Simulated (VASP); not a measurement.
Here is a VASP 6.6.1 calculation.

INCAR

```
SYSTEM = Ir
ALGO = Normal
EDIFF = 1E-6
ENCUT = 520
GGA = RP
ISIF = 2
ISMEAR = -1
LASPH = .True.
LCHARG = .False.
LREAL = .False.
LWAVE = .False.
NBANDS = 26
NELM = 60
PREC = Accurate
SIGMA = 0.1
```

The input KPOINTS:

```
k-points
0
Gamma
  15 15 4
  0 0 0
```

POSCAR

```
Ir
1.0
    2.6751025083      0.0000000000      0.0000000000
   -1.3375512541      2.3167067299      0.0000000000
    0.0000000000      0.0000000000      8.7390745135
Ir
4
Direct
    1.0000000000      1.0000000000      1.0000000000
    1.0000000000      1.0000000000      0.5000000000
    0.3333333333      0.6666666667      0.2500000000
    0.6666666667      0.3333333333      0.7500000000
```

Potentials or basis: VASP PAW PBE potentials, release 64 (Ir).

Command:

```sh
$ cat potpaw_PBE.64/Ir/POTCAR > POTCAR
$ mpirun -np 1 vasp_std > vasp.out
```

(1) Estimate the pressure.

(2) Predict the band gap on the k mesh.

Answers

(1) 34.5 GPa.

(2) zero (band 18 reaches 12.35 eV, above the bottom of band 19 at 9.63 eV).

Caveat: the PAW data sets were made with another functional, which shifts forces and pressure a little; spin-orbit coupling is left out, which moves the levels of the heavy elements.
